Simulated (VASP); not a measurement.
Runs of VASP 6.6.1 on Al. The structure is that of space group P6_3/mmc (No. 194), or close to it. The cells are those of the table. 

```tsv
cell	further INCAR settings	gap on the mesh (eV)	pressure (GPa)
a = 2.907, b = 2.907, c = 4.637 Å, angles 90.0, 90.0, 120.0°, 2 atoms	ALGO = Fast; EDIFF = 1e-06; NBANDS = 10	none	-2.7
a = 2.807, b = 2.807, c = 4.637 Å, angles 90.0, 90.0, 120.0°, 2 atoms	ALGO = Fast; EDIFF = 1e-06; NBANDS = 10	none	2.7
a = 2.836, b = 2.836, c = 4.637 Å, angles 90.0, 90.0, 120.0°, 2 atoms	ALGO = Fast; EDIFF = 1e-06; NBANDS = 10	none	(b)
a = 2.822, b = 2.822, c = 4.637 Å, angles 90.0, 90.0, 120.0°, 2 atoms	ALGO = Fast; EDIFF = 1e-06; NBANDS = 10	none	1.8
a = 2.793, b = 2.793, c = 4.637 Å, angles 90.0, 90.0, 120.0°, 2 atoms	ALGO = Fast; EDIFF = 1e-07; NBANDS = 10	none	(a)
a = 2.864, b = 2.864, c = 4.637 Å, angles 90.0, 90.0, 120.0°, 2 atoms	ALGO = Fast; EDIFF = 1e-06; NBANDS = 10	none	-0.7
a = 2.893, b = 2.893, c = 4.637 Å, angles 90.0, 90.0, 120.0°, 2 atoms	ALGO = Fast; EDIFF = 1e-06; NBANDS = 10	none	-2.1
a = 2.879, b = 2.879, c = 4.637 Å, angles 90.0, 90.0, 120.0°, 2 atoms	ALGO = Fast; EDIFF = 1e-06; NBANDS = 10	none	(c)
```

Alike in all rows: task single point; level PBEsol; potentials or basis VASP PAW PBE potentials, release 64 (Al); no spin polarisation; k mesh 24 × 24 × 14; cutoff (eV) 520; smearing gaussian 0.15 eV.

Fill in the values left out.

(a) 3.6; (b) 0.9; (c) -1.4.

Caveats: the PAW data sets were made with another functional, which shifts forces and pressure a little.

A gap of «none» marks levels without a gap at the run's occupations.
